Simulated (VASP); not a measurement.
Set up this calculation in VASP 6.6.1, as the native input.

```yaml
Task: single point
Functional: PBE
Potentials_or_basis: VASP PAW PBE potentials, release 64 (O, Te, Sr_sv)
Cutoff: 520 eV
k_mesh: 6 × 6 × 6
Occupations: gaussian, width 0.01 eV
Spin: no spin polarisation
Dipole_correction: no
Further_INCAR_settings: ALGO = Normal; EDIFF = 1e-06; NBANDS = 24
```

The structure of Sr2TeO lies in POSCAR:

```
Sr2TeO
1.0
    2.0754777657      1.1982776467      7.0937061148
   -2.0754777657      1.1982776467      7.0937061148
    0.0000000000     -2.3965552935      7.0937061148
O Te Sr
1 1 2
Direct
    1.0000000000      0.0000000000      0.0000000000
    0.5000000000      0.5000000000      0.5000000000
    0.2676818666      0.2676818666      0.2676818666
    0.7323181334      0.7323181334      0.7323181334
```

These files were run (other wordings do the same):

INCAR

```
SYSTEM = Sr2TeO
PREC = Accurate
ENCUT = 520
EDIFF = 1E-6
ISMEAR = 0
SIGMA = 0.01
LREAL = .False.
LASPH = .True.
NELM = 60
ALGO = Normal
ISIF = 2
LWAVE = .False.
LCHARG = .True.
GGA = PE
LELF = .True.
LVHAR = .True.
NBANDS = 24
```

KPOINTS

```
regular mesh
0
Gamma
  6 6 6
  0 0 0
```

Potentials or basis: VASP PAW PBE potentials, release 64 (O, Te, Sr_sv).

Run with:

```console
$ cat potpaw_PBE.64/O/POTCAR potpaw_PBE.64/Te/POTCAR potpaw_PBE.64/Sr_sv/POTCAR > POTCAR
$ mpirun -np 1 vasp_std > vasp.out
```

It gave:

```
Pressure               : 0.2 GPa
Band gap on the k mesh : 1.10 eV, indirect (least direct gap 1.11 eV)
```

Caveat: spin-orbit coupling is left out, which moves the levels of the heavy elements.

Wall time 2.7 min on 1 thread of AMD EPYC 9R45 96-Core Processor (Zen 5), on a shared host, peak memory 0.42 GiB.
